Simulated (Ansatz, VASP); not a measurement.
## AlNi: VASP beside Ansatz

```
Ni Al
1.0
     2.26959   -1.37583    0.00000
     2.26959    1.37583    0.00000
    -1.33812    0.00000    3.82839
Ni Al
1 1
Direct
  0.50000 0.50000 0.50000
  0.00000 0.00000 0.00000
```

Alike in both runs: task single point; functional LDA; k mesh 11 × 11 × 7; occupations fermi-dirac, width 0.05 eV; collinear spin.

|  | VASP | Ansatz |
| --- | --- | --- |
| version | VASP 6.6.1 | Ansatz 0.2.0 |
| potentials or method | VASP PAW LDA potentials, release 64 (Ni, Al) | Ansatz PAW |
| plane-wave cutoff (eV) | 520 | 420 |
| valence electrons in the cell | 13 | 21 |

|  | VASP | Ansatz | Ansatz less VASP |
| --- | --- | --- | --- |
| gap on the k mesh at the Fermi level (eV) | none | none | - |
| pressure (GPa) | -1.4 | -2.0 | -0.54 |
| traceless stress, the component that is largest in VASP (GPa) | 1.39 | 1.39 | +0.003 |
| net moment per atom (μB) | 0.00 | 0.00 | 0.000 |

LDA's correlation is that of Perdew and Zunger in VASP and of Perdew and Wang (1992) in Ansatz. A gap of «none» marks a metal or a gap that the smearing closes. VASP's potentials hold 13 valence electrons a cell and Ansatz's 21, so a difference there can come from the potentials and not from the codes.
